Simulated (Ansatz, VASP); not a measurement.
Two plane-wave programs on GaCuSe2

The input INCAR:

```
PREC = Accurate ; ENCUT = 520
EDIFF = 1E-7 ; ISMEAR = 0
SIGMA = 0.01 ; LREAL = F
LASPH = T ; NELM = 80
ALGO = Normal ; ISIF = 2
LWAVE = F ; LCHARG = F
GGA = PE ; NBANDS = 46
```

KPOINTS

```
regular mesh
0
Gamma
  6 6 6
```

Contents of POSCAR:

```
GaCuSe2
1.0
   -2.8076200482      2.8076200482      5.5733073374
    2.8076200482     -2.8076200482      5.5733073374
    2.8076200482      2.8076200482     -5.5733073374
Cu Se Ga
2 4 2
Direct
    0.0000000000      0.0000000000      0.0000000000
    0.7500000000      0.2500000000      0.5000000000
    0.3750000000      0.3688081662      0.4938081662
    0.1188081662      0.6250000000     -0.0061918338
    0.8750000000      0.8811918338      0.5061918338
    0.6311918338      0.1250000000      0.0061918338
    0.5000000000      0.5000000000      0.0000000000
    0.2500000000      0.7500000000      0.5000000000
```

Input for Ansatz:

```yaml
crystal:
  lattice:
    - [-2.8076200482, 2.8076200482, 5.5733073374]
    - [2.8076200482, -2.8076200482, 5.5733073374]
    - [2.8076200482, 2.8076200482, -5.5733073374]
  atoms:
    - { symbol: Cu, position: [0.0, 0.0, 0.0] }
    - { symbol: Se, position: [0.375, 0.3688081662, 0.4938081662] }
    - { symbol: Cu, position: [0.75, 0.25, 0.5] }
    - { symbol: Se, position: [0.1188081662, 0.625, -0.0061918338] }
    - { symbol: Ga, position: [0.5, 0.5, 0.0] }
    - { symbol: Se, position: [0.875, 0.8811918338, 0.5061918338] }
    - { symbol: Ga, position: [0.25, 0.75, 0.5] }
    - { symbol: Se, position: [0.6311918338, 0.125, 0.0061918338] }
kpoints:
  mp_grid: { grid: [6, 6, 6] }
hamiltonian:
  xc: pbe
scf:
  occupations: { method: fixed }
  n_extra_bands: 6
output:
  forces: true
  stress: true
  eigenvalues: true
```

Alike in both runs: task single point; functional PBE; k mesh 6 × 6 × 6; no spin polarisation.

|  | VASP | Ansatz |
| --- | --- | --- |
| version | VASP 6.6.1 | Ansatz 0.2.0 |
| potentials or method | VASP PAW PBE potentials, release 64 (Cu, Se, Ga_d) | plane waves, PAW |
| plane-wave cutoff (eV) | 520 | 420 |
| occupations | gaussian, width 0.01 eV | fixed |
| valence electrons in the cell | 72 | 128 |

Ansatz gave:

* gap on the k mesh at the Fermi level (eV): 0.12
* pressure (GPa): 2.0
* rms of the force components (eV/Å): 0.011

Problem. Estimate VASP's values.

Solution. gap on the k mesh at the Fermi level (eV): 0.14; pressure (GPa): 2.2; rms of the force components (eV/Å): 0.006.

VASP's potentials hold 72 valence electrons a cell and Ansatz's 128, so a difference there can come from the potentials and not from the codes.
